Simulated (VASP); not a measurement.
The system is BaZrO3.

```
Ba Zr O
1.0
     4.21910    0.00000    0.00000
     0.00000    4.21910    0.00000
     0.00000    0.00000    4.21910
Ba Zr O
1 1 3
Cartesian
  0.0000 0.0000 0.0000
  2.1095 2.1095 2.1095
  2.1095 2.1095 0.0000
  2.1095 0.0000 2.1095
  0.0000 2.1095 2.1095
```

This cell differs from its parent crystal: volume scaled by 1.02.

Base run:

| Item | Value |
| --- | --- |
| Program | VASP 6.6.1 |
| Functional | PBEsol |
| Potentials or basis | VASP PAW PBE potentials, release 64 (Ba_sv, Zr_sv, O) |
| Cutoff | 520 eV |
| k mesh | 6 × 6 × 6 |
| Occupations | fermi-dirac, width 0.05 eV |
| Spin | no spin polarisation |

Its results: band gap on the k mesh 3.07 eV, indirect (least direct gap 3.31 eV); pressure -3.2 GPa.

**Question.** The run is repeated on the same cell with these changes: functional from PBEsol to PBE. What comes out?

**Answer.** Band gap on the k mesh 3.15 eV, indirect (least direct gap 3.39 eV); pressure 1.8 GPa.

PBE binds less tightly than PBEsol, so the same cell stands under more pressure.

Caveats: spin-orbit coupling is left out, which moves the levels of the heavy elements; the PAW data sets were made with another functional, which shifts forces and pressure a little (some runs).

A k mesh can miss the band edges.
